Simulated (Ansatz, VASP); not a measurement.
K: VASP beside Ansatz

Contents of INCAR:

```
  PREC = Accurate
  ENCUT = 520
  EDIFF = 1E-6
  ISMEAR = 0
  SIGMA = 0.15
  LREAL = False
  LASPH = True
  NELM = 60
  ALGO = Fast
  ISIF = 2
  LWAVE = False
  LCHARG = False
  GGA = PS
  NBANDS = 10
```

File KPOINTS:

```
regular mesh
0
Gamma
  14 14 14
```

POSCAR

```
K
1.0
   -2.5394600000      2.5394600000      2.6965400000
    2.5394600000     -2.5394600000      2.6965400000
    2.5394600000      2.5394600000     -2.6965400000
K
1
Direct
    0.0000000000      0.0000000000      0.0000000000
```

Input for Ansatz:

```yaml
crystal:
  lattice:
    - [-2.53946, 2.53946, 2.69654]
    - [2.53946, -2.53946, 2.69654]
    - [2.53946, 2.53946, -2.69654]
  atoms:
    - { symbol: K, position: [0.0, 0.0, 0.0] }
basis:
  ecutwfc: 420
kpoints:
  mp_grid: { grid: [14, 14, 14] }
hamiltonian:
  xc: pbesol
scf:
  occupations: { method: gaussian, width: 0.15 }
output:
  forces: true
  stress: true
  eigenvalues: true
```

Change from the starting cell: strain -0.030 along x and y, +0.030 along z, atoms carried along.

Alike in both runs: task single point; functional PBEsol; k mesh 14 × 14 × 14; occupations gaussian, width 0.15 eV; no spin polarisation.

|  | VASP | Ansatz |
| --- | --- | --- |
| version | VASP 6.6.1 | Ansatz 0.2.0 |
| potentials or method | VASP PAW PBE potentials, release 64 (K_sv), cutoff 520 eV | scalar-relativistic, plane waves, PAW |
| valence electrons in the cell | 9 | 9 |

```tsv
	VASP	Ansatz	Ansatz less VASP
gap on the k mesh at the Fermi level (eV)	none	none	-
pressure (GPa)	0.1	0.1	+0.01
```

VASP's potentials were made for PBE, not for PBEsol. A gap of «none» marks a metal or a gap that the smearing closes.
